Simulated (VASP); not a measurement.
Write the native input for VASP 6.6.1 that does the following.

* Task: single point
* Functional: r2SCAN
* Potentials or basis: VASP PAW PBE potentials, release 64 (Al, Ru_pv)
* Cutoff: 520 eV
* k mesh: 15 × 15 × 3
* Occupations: gaussian, width 0.15 eV
* Spin: no spin polarisation
* Dipole correction: no
* Further INCAR settings: ALGO = Normal; EDIFF = 1e-07; NBANDS = 52

Crystal: Al2Ru.

```
CELL_PARAMETERS angstrom
-3.12182 0.00000 0.00000
0.00000 -3.12182 0.00000
0.00000 0.00000 16.88997
ATOMIC_POSITIONS crystal
Al 0.00000 0.00000 0.32955
Al 0.50000 0.50000 0.07955
Al 0.00000 0.00000 0.82955
Al 0.50000 0.50000 0.57955
Al 0.50000 0.50000 0.42045
Al 0.00000 0.00000 0.17045
Al 0.50000 0.50000 0.92045
Al 0.00000 0.00000 0.67045
Ru 0.00000 0.00000 0.50000
Ru 0.50000 0.50000 0.25000
Ru 0.00000 0.00000 0.00000
Ru 0.50000 0.50000 0.75000
```

The input as run:

POSCAR

```
Al2Ru
1.0
   -3.1218205081      0.0000000000      0.0000000000
    0.0000000000     -3.1218205081      0.0000000000
    0.0000000000      0.0000000000     16.8899668331
Al Ru
8 4
Direct
    0.0000000000      0.0000000000      0.3295470177
    0.5000000000      0.5000000000      0.0795470177
    0.0000000000      0.0000000000      0.8295470177
    0.5000000000      0.5000000000      0.5795470177
    0.5000000000      0.5000000000      0.4204529823
    1.0000000000      1.0000000000      0.1704529823
    0.5000000000      0.5000000000      0.9204529823
    1.0000000000      1.0000000000      0.6704529823
    0.0000000000      0.0000000000      0.5000000000
    0.5000000000      0.5000000000      0.2500000000
    0.0000000000      0.0000000000      0.0000000000
    0.5000000000      0.5000000000      0.7500000000
```

INCAR.step1

```
SYSTEM = Al2Ru
PREC = Accurate
ENCUT = 520
ISMEAR = 0
SIGMA = 0.15
LREAL = .False.
LASPH = .True.
NELM = 80
NBANDS = 52
GGA = PE
ALGO = Normal
EDIFF = 1E-4
LWAVE = .True.
LCHARG = .False.
```

INCAR.step2

```
SYSTEM = Al2Ru
PREC = Accurate
ENCUT = 520
EDIFF = 1E-7
ISMEAR = 0
SIGMA = 0.15
LREAL = .False.
LASPH = .True.
NELM = 80
ALGO = Normal
ISIF = 2
LWAVE = .False.
LCHARG = .False.
METAGGA = R2SCAN
LMIXTAU = .True.
NBANDS = 52
ISTART = 1
```

KPOINTS

```
Automatic mesh
0
Gamma
  15 15 3
  0 0 0
```

Potentials or basis: VASP PAW PBE potentials, release 64 (Al, Ru_pv).

Command:

```console
$ cat potpaw_PBE.64/Al/POTCAR potpaw_PBE.64/Ru_pv/POTCAR > POTCAR
$ cp INCAR.step1 INCAR
$ mpirun -np 1 vasp_std > vasp.out
$ cp INCAR.step2 INCAR
$ mpirun -np 1 vasp_std > vasp.out
```

Results of the run:

```
Pressure      : -0.1 GPa
Largest force : 0.008 eV/Å
```

Caveat: the PAW data sets were made with another functional, which shifts forces and pressure a little.

It took 38 min on 1 thread of Oxide Virtual Turin-like Processor, on a shared host, peak memory 0.55 GiB.
